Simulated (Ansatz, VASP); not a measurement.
SnPb5S6: VASP beside Ansatz

Contents of INCAR:

```
ALGO = Normal
EDIFF = 1E-6
ENCUT = 520
GGA = PE
ISIF = 2
ISMEAR = 0
LASPH = True
LCHARG = True
LELF = True
LREAL = False
LVHAR = True
LWAVE = False
NBANDS = 72
NELM = 60
PREC = Accurate
SIGMA = 0.1
```

The input KPOINTS:

```
k-points
0
Gamma
  6 6 1
```

Contents of POSCAR:

```
SnPb5S6
1.0
    4.2455943300      0.0000000000      0.0000000000
   -2.1227971700      3.6767925500      0.0000000000
    0.0000000000      0.0000000000     20.7990795400
Sn Pb S
1 5 6
Direct
    0.0000000000      0.0000000000      0.0000000000
    0.3333333300      0.6666666700      0.8333333300
    0.6666666700      0.3333333300      0.6666666700
    0.0000000000      0.0000000000      0.5000000000
    0.3333333300      0.6666666700      0.3333333300
    0.6666666700      0.3333333300      0.1666666700
    0.6666666700      0.3333333300      0.9166666700
    0.0000000000      0.0000000000      0.7500000000
    0.3333333300      0.6666666700      0.5833333300
    0.6666666700      0.3333333300      0.4166666700
    0.0000000000      0.0000000000      0.2500000000
    0.3333333300      0.6666666700      0.0833333300
```

Input for Ansatz:

```yaml
crystal:
  lattice:
    - [4.24559433, 0.0, 0.0]
    - [-2.12279717, 3.67679255, 0.0]
    - [0.0, 0.0, 20.79907954]
  atoms:
    - { symbol: Sn, position: [0.0, 0.0, 0.0] }
    - { symbol: Pb, position: [0.33333333, 0.66666667, 0.83333333] }
    - { symbol: Pb, position: [0.66666667, 0.33333333, 0.66666667] }
    - { symbol: Pb, position: [0.0, 0.0, 0.5] }
    - { symbol: Pb, position: [0.33333333, 0.66666667, 0.33333333] }
    - { symbol: Pb, position: [0.66666667, 0.33333333, 0.16666667] }
    - { symbol: S, position: [0.66666667, 0.33333333, 0.91666667] }
    - { symbol: S, position: [0.0, 0.0, 0.75] }
    - { symbol: S, position: [0.33333333, 0.66666667, 0.58333333] }
    - { symbol: S, position: [0.66666667, 0.33333333, 0.41666667] }
    - { symbol: S, position: [0.0, 0.0, 0.25] }
    - { symbol: S, position: [0.33333333, 0.66666667, 0.08333333] }
basis:
  ecutwfc: 420
kpoints:
  mp_grid: { grid: [6, 6, 1] }
hamiltonian:
  xc: pbe
scf:
  occupations: { method: gaussian, width: 0.1 }
  lower_state_search: "off"
output:
  forces: true
  stress: true
  eigenvalues: true
```

Alike in both runs: task single point; functional PBE; k mesh 6 × 6 × 1; occupations gaussian, width 0.1 eV; no spin polarisation.

|  | VASP | Ansatz |
| --- | --- | --- |
| version | VASP 6.6.1 | Ansatz 0.2.0 |
| potentials or method | VASP PAW PBE potentials, release 64 (Sn_d, Pb_d, S), cutoff 520 eV | scalar-relativistic, plane waves, PAW |
| valence electrons in the cell | 120 | 120 |

VASP gave:

```
gap on the k mesh at the Fermi level (eV) : 0.37
least direct gap on the mesh (eV)         : 0.37
pressure (GPa)                            : -0.5
rms of the force components (eV/Å)        : 0.068
```

Which values does Ansatz return?

gap on the k mesh at the Fermi level (eV): 0.36; least direct gap on the mesh (eV): 0.36; pressure (GPa): -0.5; rms of the force components (eV/Å): 0.068.

Atom by atom the forces differ by 0.000 eV/Å (rms over components).

Spin-orbit coupling is off throughout.
